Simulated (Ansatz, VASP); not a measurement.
# KTaO3 in VASP and in Ansatz

INCAR

```
SYSTEM = KTaO3
PREC     = Accurate       ! precision mode
ENCUT    = 520            ! plane-wave cutoff, eV
EDIFF    = 1E-6           ! SCF threshold, eV
ISMEAR   = -1             ! smearing method
SIGMA    = 0.01           ! smearing width, eV
LREAL    = .False.        ! projectors in reciprocal space
LASPH    = .True.         ! aspherical terms in the spheres
NELM     = 80             ! most SCF steps
ALGO     = Normal         ! electronic algorithm
ISIF     = 2              ! what is computed and relaxed
LWAVE    = .False.        ! write WAVECAR
LCHARG   = .True.         ! write CHGCAR
GGA      = PE             ! functional
LELF     = .True.         ! ELF
LVHAR    = .True.       
NBANDS   = 27             ! bands
```

The input KPOINTS:

```
regular mesh
0
Gamma
  5 5 5
  0 0 0
```

File POSCAR:

```
KTaO3
1.0
    3.9883000000      0.0000000000      0.0000000000
    0.0000000000      3.9883000000      0.0000000000
    0.0000000000      0.0000000000      4.0680660000
K Ta O
1 1 3
Direct
    0.5000000000      0.5000000000      0.5000000000
    0.0000000000      0.0000000000      0.0000000000
    0.5000000000      0.0000000000      0.0000000000
    0.0000000000      0.5000000000      0.0000000000
    0.0000000000      0.0000000000      0.5000000000
```

Input for Ansatz:

```yaml
crystal:
  lattice:
    - [3.9883, 0.0, 0.0]
    - [0.0, 3.9883, 0.0]
    - [0.0, 0.0, 4.068066]
  atoms:
    - { symbol: K, position: [0.5, 0.5, 0.5] }
    - { symbol: Ta, position: [0.0, 0.0, 0.0] }
    - { symbol: O, position: [0.5, 0.0, 0.0] }
    - { symbol: O, position: [0.0, 0.5, 0.0] }
    - { symbol: O, position: [0.0, 0.0, 0.5] }
kpoints:
  mp_grid: { grid: [5, 5, 5] }
  band_path:
    path:
      - [0.0, 0.0, 0.0]
      - [0.0, 0.5, 0.0]
      - [0.5, 0.5, 0.0]
      - [0.0, 0.0, 0.0]
      - [0.0, 0.0, 0.5]
      - [0.0, 0.5, 0.5]
      - [0.5, 0.5, 0.5]
      - [0.0, 0.0, 0.5]
      - [0.0, 0.5, 0.0]
    npoints: 5
scf:
  occupations: { method: fermi_dirac, width: 0.01 }
hamiltonian:
  xc: pbe
  pseudopotentials: { kind: all_electron, lapw: { basis_error: 0.0005 } }
output:
  forces: true
  stress: true
  eigenvalues: true
```

Change from the starting cell: zz strain of +2 %.

Alike in both runs: task single point; functional PBE; k mesh 5 × 5 × 5; occupations fermi-dirac, width 0.01 eV; no spin polarisation.

```csv
,VASP,Ansatz
version,VASP 6.6.1,Ansatz 0.2.0
potentials or method,"VASP PAW PBE potentials, release 64 (K_sv, Ta_pv, O), cutoff 520 eV","all-electron LAPW, scalar-relativistic"
```

|  | VASP | Ansatz | Ansatz less VASP |
| --- | --- | --- | --- |
| gap on the k mesh at the Fermi level (eV) | 2.22 | 2.28 | +0.055 |
| pressure (GPa) | 2.1 | 1.6 | -0.52 |
| traceless stress, the component that is largest in VASP (GPa) | -4.57 | -4.48 | +0.088 |

Ansatz ran all-electron here, and VASP with PAW potentials.

Spin-orbit coupling is off throughout.
